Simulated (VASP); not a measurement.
# NiO (Fm-3m) in VASP: notebook, part 2 of 2

VASP 6.6.1. The steps go on from the part before.

### 4 Single point, BLYP+D4, collinear spin, ferromagnetic start

This run uses another cell than the first one, of 8.53 Å³/atom.

File INCAR:

```
SYSTEM = NiO
PREC     = Accurate       ! precision mode
ENCUT    = 520            ! plane-wave cutoff, eV
EDIFF    = 1E-7           ! SCF threshold, eV
ISMEAR   = -1             ! smearing method
SIGMA    = 0.05           ! smearing width, eV
LREAL    = .FALSE.        ! projectors in reciprocal space
LASPH    = .TRUE.         ! aspherical terms in the spheres
NELM     = 150            ! most SCF steps
ALGO     = Normal         ! electronic algorithm
ISIF     = 2              ! what is computed and relaxed
LWAVE    = .FALSE.        ! write WAVECAR
LCHARG   = .TRUE.         ! write CHGCAR
ISPIN    = 2              ! spin polarisation
MAGMOM   = 1 0            ! initial moments
LORBIT   = 11             ! projections on sites
LMAXMIX  = 4              ! l up to which the mixer works
GGA      = B5             ! functional
ALDAX    = 1.0          
AGGAX    = 1.0          
AGGAC    = 1.0          
ALDAC    = 0.0          
IVDW     = 13             ! dispersion correction
VDW_S6   = 1.0          
VDW_S8   = 2.34076671   
VDW_A1   = 0.44488865   
VDW_A2   = 4.0933009    
LELF     = .TRUE.         ! ELF
LVHAR    = .TRUE.       
NBANDS   = 19             ! bands
```

File KPOINTS:

```
Automatic mesh
0
G
  11 11 11
  0 0 0
```

File POSCAR:

```
NiO
1.0
    0.0000000000      2.0433202721      2.0433202721
    2.0433202721      0.0000000000      2.0433202721
    2.0433202721      2.0433202721      0.0000000000
Ni O
1 1
Direct
    0.0000000000      0.0000000000      0.0000000000
    0.5000000000      0.5000000000      0.5000000000
```

Run with:

```bash
cat potpaw_PBE.64/Ni/POTCAR potpaw_PBE.64/O/POTCAR > POTCAR
mpirun -np 1 vasp_std > vasp.out
```

It took 22 s on 1 thread of Intel Xeon 6975P-C (Granite Rapids), shared host; peak memory 0.16 GiB.

The run converged. Its results:

```
Free energy                                           : -11.6892 eV
Pressure                                              : 19.5 GPa
Net moment                                            : 1.38 μB per cell
Site moments                                          : Ni +1.15; O +0.20 μB
Valence electrons inside the program's atomic spheres : Ni 9.15; O 5.02
Dispersion energy per atom                            : -0.625 eV
```

Levels at points of the mesh, in eV from the Fermi level:
Spin up:
```tsv
k point	band 5	band 6	band 7	band 8	band 9	band 10	band 11	band 12	band 13	band 14
(0.00, 0.00, 0.00)	-2.97	-2.97	-2.78	-2.78	-2.78	2.07	18.64	19.65	19.65	19.65
```
Spin down:
| k point | band 3 | band 4 | band 5 | band 6 | band 7 | band 8 | band 9 | band 10 | band 11 | band 12 |
| --- | --- | --- | --- | --- | --- | --- | --- | --- | --- | --- |
| (0.00, 0.00, 0.00) | -3.08 | -3.08 | -2.16 | -2.16 | -2.16 | -1.01 | -1.01 | 2.35 | 18.61 | 19.83 |

Caveat: the cell stands under pressure; the PAW data sets were made with another functional, which shifts forces and pressure a little; a cell with one magnetic atom can't hold antiferromagnetic order, which such compounds often take; semilocal functionals often make such compounds metallic where correlation or magnetic order opens a gap, which also shifts bond lengths. With open d or f shells a metallic result of BLYP can be an artefact of self-interaction; +U or a hybrid may open a gap.

### 5 Single point, BLYP+D4, collinear spin, ferromagnetic start

This run uses another cell than the first one, of 8.71 Å³/atom.

File INCAR:

```
  AGGAC = 1.0
  AGGAX = 1.0
  ALDAC = 0.0
  ALDAX = 1.0
  ALGO = Normal
  EDIFF = 1E-7
  ENCUT = 520
  GGA = B5
  ISIF = 2
  ISMEAR = -1
  ISPIN = 2
  IVDW = 13
  LASPH = T
  LCHARG = F
  LMAXMIX = 4
  LORBIT = 11
  LREAL = F
  LWAVE = F
  MAGMOM = 1 0
  NBANDS = 19
  NELM = 150
  PREC = Accurate
  SIGMA = 0.05
  VDW_A1 = 0.44488865
  VDW_A2 = 4.0933009
  VDW_S6 = 1.0
  VDW_S8 = 2.34076671
```

File KPOINTS:

```
k-points
0
Gamma
  11 11 11
```

File POSCAR:

```
NiO
1.0
    0.0000000000      2.0577103256      2.0577103256
    2.0577103256      0.0000000000      2.0577103256
    2.0577103256      2.0577103256      0.0000000000
Ni O
1 1
Direct
    0.0000000000      0.0000000000      0.0000000000
    0.5000000000      0.5000000000      0.5000000000
```

Potentials or basis: VASP PAW PBE potentials, release 64 (Ni, O).

Run with:

```bash
cat potpaw_PBE.64/Ni/POTCAR potpaw_PBE.64/O/POTCAR > POTCAR
mpirun -np 1 vasp_std > vasp.out
```

OUTCAR:

```text
EDIFF = 1E-7
   ENCUT = 520
   GGA = B5
   ISIF = 2
   ISMEAR = -1
   ISPIN = 2
   IVDW = 13
   LASPH = T
   LORBIT = 11
   LREAL = F
   NELM = 150
   PREC = Accurate

 ion  position               nearest neighbor table
   1  0.000  0.000  0.000-   2 2.06   2 2.06   2 2.06   2 2.06   2 2.06   2 2.06
   2  0.500  0.500  0.500-   1 2.06   1 2.06   1 2.06   1 2.06   1 2.06   1 2.06

  LATTYP: Found a face centered cubic cell.
 ALAT       =     4.1154206512

  Lattice vectors:

 A1 = (   0.0000000000,   2.0577103256,   2.0577103256)
 A2 = (   2.0577103256,   0.0000000000,   2.0577103256)
 A3 = (   2.0577103256,   2.0577103256,   0.0000000000)

Analysis of symmetry for initial positions (statically):
=====================================================================
 Subroutine PRICEL returns:
 Original cell was already a primitive cell.

 Routine SETGRP: Setting up the symmetry group for a
 face centered cubic supercell.

[... 725 lines left out ...]
      3       6.0986      1.00000
      4       6.0986      1.00000
      5       6.9340      1.00000
      6       6.9341      1.00000
[... 517 lines left out ...]
     18      41.1685      0.00000
     19      42.1725      0.00000

 [... further k-points ...]

------------------------ aborting loop because EDIFF is reached ----------------------------------------

  DFT-D4 for vdW energy calculation

  Edisp (eV):   -1.23055

  FORCE on cell =-STRESS in cart. coord.  units (eV):
  Direction    XX          YY          ZZ          XY          YZ          ZX
  --------------------------------------------------------------------------------------
  -------------------------------------------------------------------------------------
  Total       1.43349     1.43349     1.43349     0.00000     0.00000     0.00000
  in kB     131.80196   131.80196   131.80196     0.00000     0.00000     0.00000
  external pressure =      131.80 kB  Pullay stress =        0.00 kB

 VOLUME and BASIS-vectors are now :
 -----------------------------------------------------------------------------
  energy-cutoff  :      520.00
  volume of cell :       17.43
      direct lattice vectors                 reciprocal lattice vectors
     0.000000000  2.057710326  2.057710326    -0.242988527  0.242988527  0.242988527
     2.057710326  0.000000000  2.057710326     0.242988527 -0.242988527  0.242988527
     2.057710326  2.057710326  0.000000000     0.242988527  0.242988527 -0.242988527

 POSITION                                       TOTAL-FORCE (eV/Angst)
 -----------------------------------------------------------------------------------
      0.00000      0.00000      0.00000         0.000000      0.000000      0.000000
      2.05771      2.05771      2.05771         0.000000      0.000000      0.000000
 -----------------------------------------------------------------------------------
    total drift:                                0.000000     -0.000000     -0.000000

  FREE ENERGIE OF THE ION-ELECTRON SYSTEM (eV)
  ---------------------------------------------------
  free  energy   TOTEN  =       -11.7265283377 eV

  energy  without entropy=      -11.7141295619  energy(sigma->0) =      -11.72032895

 total charge

# of ion       s       p       d       tot
------------------------------------------
    1        0.343   0.431   8.330   9.104
    2        1.553   3.459   0.000   5.012
--------------------------------------------------
tot          1.896   3.890   8.330  14.115

 magnetization (x)

# of ion       s       p       d       tot
------------------------------------------
    1        0.010   0.014   1.199   1.223
    2        0.027   0.188   0.000   0.216
--------------------------------------------------
tot          0.037   0.202   1.199   1.439
```

OSZICAR:

```text
N       E                     dE             d eps       ncg     rms          rms(c)
DAV:   1     0.873319679912E+02    0.87332E+02   -0.69580E+03  4507   0.106E+03
DAV:   2    -0.755949673449E+01   -0.94891E+02   -0.83195E+02  4414   0.240E+02
DAV:   3    -0.128175000928E+02   -0.52580E+01   -0.49654E+01  4834   0.571E+01
DAV:   4    -0.128646183187E+02   -0.47118E-01   -0.47066E-01  4755   0.527E+00
DAV:   5    -0.128653182172E+02   -0.69990E-03   -0.69984E-03  4891   0.635E-01    0.148E+01
DAV:   6    -0.116279125513E+02    0.12374E+01   -0.96716E+00  5628   0.560E+01    0.154E+01
DAV:   7    -0.105283391644E+02    0.10996E+01   -0.39825E+00  5407   0.456E+01    0.601E+00
DAV:   8    -0.104844888463E+02    0.43850E-01   -0.20735E-01  5672   0.779E+00    0.326E+00
DAV:   9    -0.104935042102E+02   -0.90154E-02   -0.27474E-02  5834   0.233E+00    0.105E+00
DAV:  10    -0.104953422135E+02   -0.18380E-02   -0.43914E-03  4896   0.747E-01    0.363E-01
DAV:  11    -0.104959434962E+02   -0.60128E-03   -0.76383E-04  5704   0.631E-01    0.187E-01
DAV:  12    -0.104959027368E+02    0.40759E-04   -0.11881E-03  5623   0.786E-01    0.148E-01
DAV:  13    -0.104959935531E+02   -0.90816E-04   -0.25554E-04  5407   0.328E-01    0.436E-02
DAV:  14    -0.104959793354E+02    0.14218E-04   -0.42994E-05  5826   0.917E-02    0.165E-02
DAV:  15    -0.104959792719E+02    0.63505E-07   -0.56726E-06  5487   0.233E-02    0.288E-03
DAV:  16    -0.104959792330E+02    0.38972E-07   -0.39073E-07  5152   0.117E-02
   1 F= -.11726528E+02 E0= -.11720329E+02  d E =-.123988E-01  mag=     1.4745
```

It took 22 s on 1 thread of Intel Xeon 6975P-C (Granite Rapids), shared host; peak memory 0.16 GiB.

What came out:

- Free energy: -11.7265 eV
- Pressure: 13.2 GPa
- Net moment: 1.48 μB per cell
- Site moments: Ni +1.22; O +0.22 μB
- Valence electrons inside the program's atomic spheres: Ni 9.10; O 5.01
- Dispersion energy per atom: -0.615 eV

Levels at points of the mesh, in eV from the Fermi level:
Spin up:
```
           k point  band 7  band 8  band 9  band 10  band 11  band 12
(0.00, 0.00, 0.00)   -2.75   -2.75   -2.75     1.96    18.60    19.50
```
Spin down:
| k point | band 3 | band 4 | band 5 | band 6 | band 7 | band 8 | band 9 | band 10 | band 11 | band 12 |
| --- | --- | --- | --- | --- | --- | --- | --- | --- | --- | --- |
| (0.00, 0.00, 0.00) | -2.92 | -2.92 | -2.08 | -2.08 | -2.08 | -0.90 | -0.90 | 2.25 | 18.57 | 19.68 |

Caveat: the cell stands under pressure; the PAW data sets were made with another functional, which shifts forces and pressure a little; a cell with one magnetic atom can't hold antiferromagnetic order, which such compounds often take; semilocal functionals often make such compounds metallic where correlation or magnetic order opens a gap, which also shifts bond lengths. With open d or f shells a metallic result of BLYP can be an artefact of self-interaction; +U or a hybrid may open a gap.

### 6 Overview

| level | cell | k mesh | grid for exact exchange (PRECFOCK) | share of exact exchange | gap on the mesh (eV) | pressure (GPa) | moment (μB) |
| --- | --- | --- | --- | --- | --- | --- | --- |
| PBE0 | a = 2.930 Å, angles 60.0°, 2 atoms | 6 × 6 × 6 | Normal | 0.25 | 3.68 | 8.5 | 2.00 |
| PBE | a = 2.950 Å, angles 60.0°, 2 atoms | 6 × 6 × 6 | - | - | none | 5.4 | 1.72 |
| BLYP+D4 | a = 2.890 Å, angles 60.0°, 2 atoms | 11 × 11 × 11 | - | - | none | 19.5 | 1.38 |
| BLYP+D4 | a = 2.910 Å, angles 60.0°, 2 atoms | 11 × 11 × 11 | - | - | none | 13.2 | 1.48 |

Alike in all rows: task single point; potentials or basis VASP PAW PBE potentials, release 64 (Ni, O); spin collinear, ferromagnetic start; cutoff (eV) 520; smearing fermi-dirac 0.05 eV.

Caveats: some runs use coarse meshes; a cell with one magnetic atom can't hold antiferromagnetic order, which such compounds often take; the PAW data sets were made with another functional, which shifts forces and pressure a little (at least some runs); semilocal functionals often make such compounds metallic where correlation or magnetic order opens a gap, which also shifts bond lengths (at least some runs); the cell stands under pressure (at least some runs).

Total energies depend on the potentials used, so only differences within one code and one set of settings carry meaning.
